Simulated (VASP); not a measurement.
Here is a VASP 6.6.1 calculation.

The input INCAR:

```
SYSTEM = Si3N4
ALGO     = Normal         ! electronic algorithm
EDIFF    = 1E-8           ! SCF threshold, eV
ENCUT    = 520            ! plane-wave cutoff, eV
GGA      = PE             ! functional
GGA_COMPAT= .False.      
ISIF     = 2              ! what is computed and relaxed
ISMEAR   = -1             ! smearing method
LASPH    = .True.         ! aspherical terms in the spheres
LCHARG   = .False.        ! write CHGCAR
LEFG     = .True.       
LREAL    = .False.        ! projectors in reciprocal space
LWAVE    = .False.        ! write WAVECAR
NBANDS   = 45             ! bands
NELM     = 120            ! most SCF steps
PREC     = Accurate       ! precision mode
SIGMA    = 0.02           ! smearing width, eV
```

File KPOINTS:

```
k-points
0
Gamma
  4 4 10
  0 0 0
```

The input POSCAR:

```
Si3N4
1.0
    7.6018000000      0.0000000000      0.0000000000
   -3.8009000000      6.5833519145      0.0000000000
    0.0000000000      0.0000000000      2.9066000000
Si N
6 8
Direct
    0.1773000000      0.7677000000      0.2500000000
    0.4096000000      0.1773000000      0.7500000000
    0.2323000000      0.4096000000      0.2500000000
    0.8227000000      0.2323000000      0.7500000000
    0.5904000000      0.8227000000      0.2500000000
    0.7677000000      0.5904000000      0.7500000000
    0.3333333333      0.6666666667      0.2500000000
    0.6666666667      0.3333333333      0.7500000000
    0.3337000000      0.0323000000      0.2500000000
    0.3014000000      0.3337000000      0.7500000000
    0.9677000000      0.3014000000      0.2500000000
    0.6663000000      0.9677000000      0.7500000000
    0.6986000000      0.6663000000      0.2500000000
    0.0323000000      0.6986000000      0.7500000000
```

Potentials or basis: VASP PAW PBE potentials, release 64 (Si, N).

Command:

```sh
$ cat potpaw_PBE.64/Si/POTCAR potpaw_PBE.64/N/POTCAR > POTCAR
$ mpirun -np 1 vasp_std > vasp.out
```

**Question.** Estimate the pressure.

**Answer.** 5.8 GPa.

**Question.** Estimate the band gap on the k mesh.

**Answer.** 4.34 eV (least direct gap 4.66 eV).

**Question.** Estimate the largest force.

**Answer.** 0.963 eV/Å.

Electric field gradients, principal values (V/Å²):
```csv
atom,least,middle,greatest (by size)
1 Si,-2.885,-11.346,14.231
2 Si,-2.885,-11.346,14.231
3 Si,-2.885,-11.346,14.231
4 Si,-2.885,-11.346,14.231
5 Si,-2.885,-11.346,14.231
6 Si,-2.885,-11.346,14.231
7 N,21.214,21.215,-42.429
8 N,21.214,21.215,-42.429
9 N,23.349,24.711,-48.061
10 N,23.348,24.712,-48.060
11 N,23.349,24.712,-48.061
12 N,23.349,24.711,-48.061
13 N,23.348,24.712,-48.060
14 N,23.349,24.712,-48.061
```

Caveat: the cell stands under pressure; without QUAD_EFG the Cq values of the log hold for a quadrupole moment of 1 mb, not for the nuclei. PBE gaps usually lie below the measured ones, often by a third to a half.
